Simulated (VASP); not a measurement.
Ba: single point with r2SCAN+D3(BJ)

Crystal: Ba.

```
Ba
1.0
     3.87821    0.00000    0.00000
     0.00000    3.87821    0.00000
     0.00000    0.00000    3.87821
Ba
1
Cartesian
  0.0000 0.0000 0.0000
```

This isn't the form of Ba at room conditions, which is bcc.

```yaml
Program: VASP 6.6.1
Task: single point
Functional: r2SCAN
Dispersion: D3(BJ)
Potentials_or_basis: VASP PAW PBE potentials, release 64 (Ba_sv)
Cutoff: 550 eV
k_mesh: 6 × 6 × 6
Occupations: fermi-dirac, width 0.05 eV
Spin: no spin polarisation
Dipole_correction: no
Further_INCAR_settings: ALGO = Normal; EDIFF = 1e-06; NBANDS = 11
```

```
Pressure                   : 0.1 GPa
Band gap on the k mesh     : zero (bands 5 and 6 overlap by 0.10 eV)
Dispersion energy per atom : -0.103 eV
```

Levels at points of the mesh, in eV from the Fermi level:
```tsv
k point	band 2	band 3	band 4	band 5	band 6	band 7	band 8	band 9
(0.00, 0.00, 0.00)	-14.63	-14.63	-14.63	-2.77	0.09	0.09	5.32	5.32
(0.50, 0.00, 0.00)	-15.47	-14.55	-14.55	-0.57	0.75	0.76	2.85	2.85
(0.50, 0.50, 0.00)	-15.34	-15.34	-14.48	-1.29	0.97	3.42	3.42	3.72
(0.50, 0.50, 0.50)	-15.22	-15.22	-15.22	-0.17	-0.17	-0.17	4.00	7.06
```

It took 63 s on 1 thread of Intel Xeon 8259CL, on a shared host, peak memory 0.18 GiB.

Caveat: the PAW data sets were made with another functional, which shifts forces and pressure a little; spin-orbit coupling is left out, which moves the levels of the heavy elements.
